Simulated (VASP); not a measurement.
# Ga7AgAs8 (a cell with a defect) in VASP: single point with LDA

Aim: the single point of Ga7AgAs8 (a cell with a defect) with LDA.

All numbers are computed with VASP 6.6.1; they aren't measurements. Logs are shortened: lines on timing, memory, paths and dates and some standing lists are left out, and cuts for length are marked.

## (1) The cell of the first run

The cell holds a defect, 16 atoms: a = 7.924 Å, b = 7.924 Å, c = 7.924 Å, α = 60.00°, β = 60.00°, γ = 60.00°.

## (2) Single point, LDA

File INCAR:

```
PREC = Accurate
ENCUT = 520
EDIFF = 1E-7
ISMEAR = 0
SIGMA = 0.02
LREAL = Auto
LASPH = True
NELM = 60
ALGO = Normal
ISIF = 2
LWAVE = False
LCHARG = True
LELF = True
LVHAR = True
NBANDS = 85
```

File KPOINTS:

```
Automatic mesh
0
Gamma
  3 3 3
```

File POSCAR:

```
Ga7AgAs8
1.0
    0.0000000000      5.6033815718     -5.6033815718
    5.6033815718      5.6033815718      0.0000000000
    5.6033815718      0.0000000000     -5.6033815718
Ag Ga As
1 7 8
Direct
    0.4973991856      0.0003095551      0.5021594384
    0.4998435705      0.4990264339      0.5025729606
   -0.0027042910      0.0013295505      0.5026085421
   -0.0025949319      0.4996653966      0.5024305038
    0.5000014597      0.0013152819      0.0003752645
    0.5002191753      0.4986758456      0.0004734612
   -0.0023633381      0.0010707056      0.0008306494
   -0.0012224729      0.5001620136      0.0015753986
    0.1239481317      0.1248604279      0.1266623536
    0.1241395288      0.6251527549      0.1265433156
    0.6248849908      0.1259907578      0.1235334437
    0.6234858949      0.6253005781      0.1265934990
    0.1188862657      0.1269292905      0.6281189259
    0.1238042931      0.6253785236      0.6262251802
    0.6245090871      0.1263152417      0.6276689117
    0.6246227551      0.6217257054      0.6278146903
```

Potentials or basis: VASP PAW LDA potentials, release 64 (Ag, Ga_d, As).

On the command line:

```sh
$ cat potpaw_LDA.64/Ag/POTCAR potpaw_LDA.64/Ga_d/POTCAR potpaw_LDA.64/As/POTCAR > POTCAR
$ mpirun -np 1 vasp_std > vasp.out
```

OUTCAR:

```text
PREC = Accurate
   ENCUT = 520
   EDIFF = 1E-7
   ISMEAR = 0
   LREAL = Auto
   LASPH = True
   NELM = 60
   ISIF = 2

 ion  position               nearest neighbor table
   1  0.497  0.000  0.502-  13 2.45  16 2.45  15 2.45  11 2.45
   2  0.500  0.499  0.503-  15 2.41  16 2.41  12 2.43  14 2.43
   3  0.997  0.001  0.503-  13 2.41  15 2.41   9 2.43  14 2.43
   4  0.997  0.500  0.502-  13 2.41  16 2.41  10 2.43  14 2.43
   5  0.500  0.001  0.000-  15 2.41  11 2.41  12 2.43   9 2.43
   6  0.500  0.499  0.000-  16 2.41  11 2.41  12 2.43  10 2.43
[... 8 lines left out ...]
  15  0.625  0.126  0.628-   5 2.41   2 2.41   3 2.41   1 2.45
  16  0.625  0.622  0.628-   6 2.41   2 2.41   4 2.41   1 2.45

  LATTYP: Found a face centered cubic cell.
 ALAT       =    11.2067631436

  Lattice vectors:

 A1 = (   0.0000000000,   5.6033815718,  -5.6033815718)
 A2 = (   5.6033815718,   5.6033815718,   0.0000000000)
 A3 = (   5.6033815718,   0.0000000000,  -5.6033815718)

Analysis of symmetry for initial positions (statically):
=====================================================================
 Subroutine PRICEL returns:
 Original cell was already a primitive cell.

 Routine SETGRP: Setting up the symmetry group for a
 face centered cubic supercell.

 Subroutine GETGRP returns: Found  1 space group operations
 (whereof  1 operations were pure point group operations)
 out of a pool of 48 trial point group operations.

The static configuration has the point symmetry C_1 .

Analysis of symmetry for dynamics (positions and initial velocities):
=====================================================================
 Subroutine PRICEL returns:
 Original cell was already a primitive cell.

 Routine SETGRP: Setting up the symmetry group for a
 face centered cubic supercell.

 Subroutine GETGRP returns: Found  1 space group operations
 (whereof  1 operations were pure point group operations)
 out of a pool of 48 trial point group operations.

The dynamic configuration has the point symmetry C_1 .

 Subroutine INISYM returns: Found  1 space group operations
 (whereof  1 operations are pure point group operations),
 and found     1 'primitive' translations

----------------------------------------------------------------------------------------

                                     Primitive cell

  volume of cell :     351.8687

  direct lattice vectors                    reciprocal lattice vectors
     0.000000000  5.603381572 -5.603381572    -0.089231831  0.089231831 -0.089231831
     5.603381572  5.603381572  0.000000000     0.089231831  0.089231831  0.089231831
     5.603381572  0.000000000 -5.603381572     0.089231831 -0.089231831 -0.089231831

  length of vectors
     7.924378214  7.924378214  7.924378214     0.154554066  0.154554066  0.154554066

  position of ions in fractional coordinates (direct lattice)
     0.497399186  0.000309555  0.502159438
     0.499843570  0.499026434  0.502572961
     0.997295709  0.001329551  0.502608542
     0.997405068  0.499665397  0.502430504
     0.500001460  0.001315282  0.000375265
     0.500219175  0.498675846  0.000473461
[... 8 lines left out ...]
     0.624509087  0.126315242  0.627668912
     0.624622755  0.621725705  0.627814690

  ion indices of the primitive-cell ions
   primitive index   ion index
                 1           1
                 2           2
                 3           3
                 4           4
                 5           5
                 6           6
[... 8 lines left out ...]
                15          15
                16          16

----------------------------------------------------------------------------------------

 KPOINTS: Automatic mesh

Automatic generation of k-mesh.
 Grid dimensions read from file:
 generate k-points for:    3    3    3

 Generating k-lattice:

  Cartesian coordinates                     Fractional coordinates (reciprocal lattice)
    -0.029743944  0.029743944 -0.029743944     0.333333333  0.000000000  0.000000000
     0.029743944  0.029743944  0.029743944     0.000000000  0.333333333  0.000000000
     0.029743944 -0.029743944 -0.029743944     0.000000000  0.000000000  0.333333333

  Length of vectors
     0.051518022  0.051518022  0.051518022

  Shift w.r.t. Gamma in fractional coordinates (k-lattice)
     0.000000000  0.000000000  0.000000000

 Subroutine IBZKPT returns following result:
 ===========================================

 Found     14 irreducible k-points:

 Following reciprocal coordinates:
            Coordinates               Weight
  0.000000  0.000000  0.000000      1.000000
  0.333333  0.000000  0.000000      2.000000
  0.000000  0.333333  0.000000      2.000000
  0.000000  0.000000  0.333333      2.000000
  0.333333  0.333333  0.333333      2.000000
  0.333333  0.333333  0.000000      2.000000
  0.000000  0.333333  0.333333      2.000000
  0.333333  0.000000  0.333333      2.000000
 -0.333333  0.333333  0.000000      2.000000
  0.000000 -0.333333  0.333333      2.000000
  0.333333  0.000000 -0.333333      2.000000
  0.333333  0.333333 -0.333333      2.000000
 -0.333333  0.333333 -0.333333      2.000000
  0.333333 -0.333333 -0.333333      2.000000
   k-points           NKPTS =     14   k-points in BZ     NKDIM =     14   number of bands    NBANDS=     85
   number of dos      NEDOS =    301   number of ions     NIONS =     16
   total plane-waves  NPLWV = 216000
   dimension x,y,z NGX =    60 NGY =   60 NGZ =   60
   dimension x,y,z NGXF=   120 NGYF=  120 NGZF=  120
   ions per type =               1   7   8
   NGX,Y,Z   is equivalent  to a cutoff of  12.59, 12.59, 12.59 a.u.
   NGXF,Y,Z  is equivalent  to a cutoff of  25.17, 25.17, 25.17 a.u.
 SYSTEM =  unknown system
   PREC   = accura    normal or accurate (medium, high low for compatibility)
   ISTART =      0    job   : 0-new  1-cont  2-samecut
   ICHARG =      2    charge: 1-file 2-atom 10-const
   ISPIN  =      1    spin polarized calculation?
   LNONCOLLINEAR =      F non collinear calculations
   LSORBIT =      F    spin-orbit coupling
   LASPH  =      T    aspherical Exc in radial PAW
   ENCUT  =  520.0 eV  38.22 Ry    6.18 a.u.  14.73 14.73 14.73*2*pi/ulx,y,z
   NELM   =     60;   NELMIN=  2; NELMDL= -5     # of ELM steps
   EDIFF  = 0.1E-06   stopping-criterion for ELM
   LREAL  =      T    real-space projection
   EDIFFG = 0.1E-05   stopping-criterion for IOM
   NSW    =      0    number of steps for IOM
   IBRION =     -1    ionic relax: 0-MD 1-quasi-New 2-CG
   NFREE  =      0    steps in history (QN), initial steepest desc. (CG)
   ISIF   =      2    stress and relaxation
   ISYM   =      2    0-nonsym 1-usesym 2-fastsym
   POTIM  = 0.5000    time-step for ionic-motion
   TEBEG  =    0.0;   TEEND  =   0.0 temperature during run
   PSTRESS=    0.0 pullay stress
   NELECT =     142.0000    total number of electrons
   NUPDOWN=      -1.0000    fix difference up-down
   EMIN   =  10.00;   EMAX   =-10.00  energy-range for DOS
   EFERMI =   0.00;   METHOD = LEGACY
   ISMEAR =     0;   SIGMA  =   0.02  broadening in eV -4-tet -1-fermi 0-gaus
   EFERMI_NEDOS =   21; number of points for ismear=-14 and -15
   IALGO  =     38    algorithm
   IMIX   =      4    mixing-type and parameters
     AMIX     =   0.40;   BMIX     =  1.00
     AMIX_MAG =   1.60;   BMIX_MAG =  1.00
  volume/ion in A,a.u.               =      21.99       148.41
  Fermi-wavevector in a.u.,A,eV,Ry     =   1.209792  2.286176 19.913446  1.463597
  Thomas-Fermi vector in A             =   2.345359
   LORBIT       =      0    0 simple, 1 ext, 2 COOP (PROOUT), +10 PAW based schemes
   GGA     = CA    functional components
   LHFCALC =     F    Hartree Fock is set to
   AEXX    =    0.0000 exact exchange contribution
   IVDW    =     0    specifies the selected vdW correction
   LEPSILON=     F    determine dielectric tensor
   LRPA    =     F    only Hartree local field effects (RPA)
 non-spin polarized calculation
 Gauss-broadening in eV      SIGMA  =   0.02
  energy-cutoff  :      520.00
  volume of cell :      351.87
 maximum number of plane-waves:      9491
   NGX = 29   NGY = 29   NGZ = 29

 number of electron     142.0000041 magnetization

 Free energy of the ion-electron system (eV)
  ---------------------------------------------------
  ext. energy  EPLUGINS =         0.00000000
  ---------------------------------------------------
  free energy    TOTEN  =       -75.35420584 eV

  energy without entropy =      -75.34964067  energy(sigma->0) =      -75.35192325

 E-fermi :   4.2123     XC(G=0): -10.0804

 val. band max:        3.9996630000   @ k =   0.3333   0.3333   0.0000
 cond. band min:       4.2176320031   @ k =  -0.3333   0.3333   0.0000
 fundamental gap:      0.2179690031
 Fermi energy:         4.2123414561

 k-point     1 :       0.0000    0.0000    0.0000
  band No.  band energies     occupation
      1     -10.9770      2.00000
      2     -10.9768      2.00000
      3     -10.9765      2.00000
      4     -10.9441      2.00000
      5     -10.9277      2.00000
      6     -10.9264      2.00000
[... 75 lines left out ...]
     82       5.9667      0.00000
     83       7.7284      0.00000

 k-point     2 :       0.3333    0.0000    0.0000
  band No.  band energies     occupation
      1     -10.9698      2.00000
      2     -10.9696      2.00000
      3     -10.9688      2.00000
      4     -10.9411      2.00000
      5     -10.9270      2.00000
      6     -10.9266      2.00000
[... 75 lines left out ...]
     82       7.5769      0.00000
     83       8.2792      0.00000
[... 944 lines left out ...]
     82       8.1052      0.00000
     83       8.1366      0.00000

 k-point    14 :       0.3333   -0.3333   -0.3333
  band No.  band energies     occupation
      1     -10.9662      2.00000
      2     -10.9649      2.00000
      3     -10.9594      2.00000
      4     -10.9370      2.00000
      5     -10.9307      2.00000
      6     -10.9259      2.00000
[... 75 lines left out ...]
     82       8.1082      0.00000
     83       8.1338      0.00000
 [bands above 83 left out]

------------------------ aborting loop because EDIFF is reached ----------------------------------------

  FORCE on cell =-STRESS in cart. coord.  units (eV):
  Direction    XX          YY          ZZ          XY          YZ          ZX
  --------------------------------------------------------------------------------------
  -------------------------------------------------------------------------------------
  Total        1.7504733      1.7412944      1.7306919     -0.0034518      0.0251925     -0.0240913
  in kB        7.9704986      7.9287041      7.8804270     -0.0157172      0.1147102     -0.1096960
  external PRESSURE =       7.9265432 kB  Pullay stress =       0.0000000 kB

 VOLUME and BASIS-vectors are now :
 -----------------------------------------------------------------------------
  energy-cutoff  :      520.00
  volume of cell :      351.87
      direct lattice vectors                 reciprocal lattice vectors
     0.000000000  5.603381572 -5.603381572    -0.089231831  0.089231831 -0.089231831
     5.603381572  5.603381572  0.000000000     0.089231831  0.089231831  0.089231831
     5.603381572  0.000000000 -5.603381572     0.089231831 -0.089231831 -0.089231831

 POSITION                                       TOTAL-FORCE (eV/Angst)
 -----------------------------------------------------------------------------------
      2.81553      2.78885     -5.60091        -0.003728      0.005325     -0.001339
      5.61234      5.59705     -5.61692         0.002168     -0.000296     -0.005506
      2.82376      5.59568     -8.40454         0.008697      0.000094     -0.000801
      5.61513      8.38866     -8.40415         0.000780     -0.011653     -0.002503
      0.00947      2.80907     -2.80380         0.000455      0.003608      0.000455
      2.79692      5.59719     -2.80557         0.000338      0.000737      0.001248
[... 8 lines left out ...]
      4.22486      4.20716     -7.01643         0.005827      0.002660     -0.004644
      7.00165      6.98377     -7.01788        -0.002909     -0.003256     -0.001705
 -----------------------------------------------------------------------------------
    total drift:                               -0.016585      0.008879     -0.003111

  FREE ENERGIE OF THE ION-ELECTRON SYSTEM (eV)
  ---------------------------------------------------
  free  energy   TOTEN  =       -75.3542058400 eV

  energy  without entropy=      -75.3496406681  energy(sigma->0) =      -75.35192325
```

Run time: 13 min. Hardware: 1 thread of Intel Xeon Platinum 8259CL at 2.50GHz (Skylake/Cascade Lake), shared host; peak memory 0.53 GiB.

Results:

```yaml
Free_energy: -75.3542 eV
Pressure: 0.8 GPa
Largest_force: 0.012 eV/Å
Band_gap_on_the_k_mesh: zero (bands 71 and 72 overlap by 0.77 eV)
```

Forces on the atoms (eV/Å):
```
Ag  -0.004  0.005 -0.001
Ga   0.002  0.000 -0.006
Ga   0.009  0.000 -0.001
Ga   0.001 -0.012 -0.003
Ga   0.000  0.004  0.000
Ga   0.000  0.001  0.001
Ga   0.000  0.002  0.009
Ga   0.001  0.000  0.002
As  -0.005  0.002  0.001
As  -0.001  0.002  0.001
As  -0.001 -0.002  0.002
As  -0.002 -0.002  0.002
As  -0.001 -0.003 -0.003
As  -0.004  0.004  0.001
As   0.006  0.003 -0.005
As  -0.003 -0.003 -0.002
```
